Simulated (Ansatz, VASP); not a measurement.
## Two plane-wave programs on P

Contents of INCAR:

```
ALGO = Normal ; EDIFF = 1E-7
ENCUT = 520 ; GGA = CA
ISIF = 2 ; ISMEAR = 0
LASPH = True ; LCHARG = False
LREAL = False ; LWAVE = False
NBANDS = 12 ; NELM = 80
PREC = Accurate ; SIGMA = 0.15
```

The input KPOINTS:

```
k-points
0
Gamma
  20 20 20
```

POSCAR

```
P
1.0
   -1.7391830931      2.5860517513      1.7584292137
    1.7391830931     -2.5860517513      1.7584292137
    1.7391830931      2.5860517513     -1.7584292137
P
2
Direct
    0.8033091100      0.0533091100      0.7500000000
    0.1966908900      0.9466908900      0.2500000000
```

Input for Ansatz:

```yaml
crystal:
  lattice:
    - [-1.7391830931, 2.5860517513, 1.7584292137]
    - [1.7391830931, -2.5860517513, 1.7584292137]
    - [1.7391830931, 2.5860517513, -1.7584292137]
  atoms:
    - { symbol: P, position: [0.80330911, 0.05330911, 0.75] }
    - { symbol: P, position: [0.19669089, 0.94669089, 0.25] }
basis:
  ecutwfc: 650.0
kpoints:
  mp_grid: { grid: [20, 20, 20] }
hamiltonian:
  xc: lda
scf:
  occupations: { method: gaussian, width: 0.15 }
output:
  forces: true
  stress: true
  eigenvalues: true
```

Alike in both runs: task single point; functional LDA; k mesh 20 × 20 × 20; occupations gaussian, width 0.15 eV; no spin polarisation.

|  | VASP | Ansatz |
| --- | --- | --- |
| version | VASP 6.6.1 | Ansatz 0.2.0 |
| potentials or method | VASP PAW LDA potentials, release 64 (P), cutoff 520 eV | scalar-relativistic, plane waves, PAW |
| valence electrons in the cell | 10 | 10 |

```tsv
	VASP	Ansatz	Ansatz less VASP
gap on the k mesh at the Fermi level (eV)	none	none	-
pressure (GPa)	-2.9	-2.7	+0.20
traceless stress, the component that is largest in VASP (GPa)	8.78	8.75	-0.036
rms of the force components (eV/Å)	0.388	0.412	+0.0239
```

LDA's correlation is that of Perdew and Zunger in VASP and of Perdew and Wang (1992) in Ansatz. Atom by atom the forces differ by 0.024 eV/Å (rms over components). A gap of «none» marks a metal or a gap that the smearing closes.
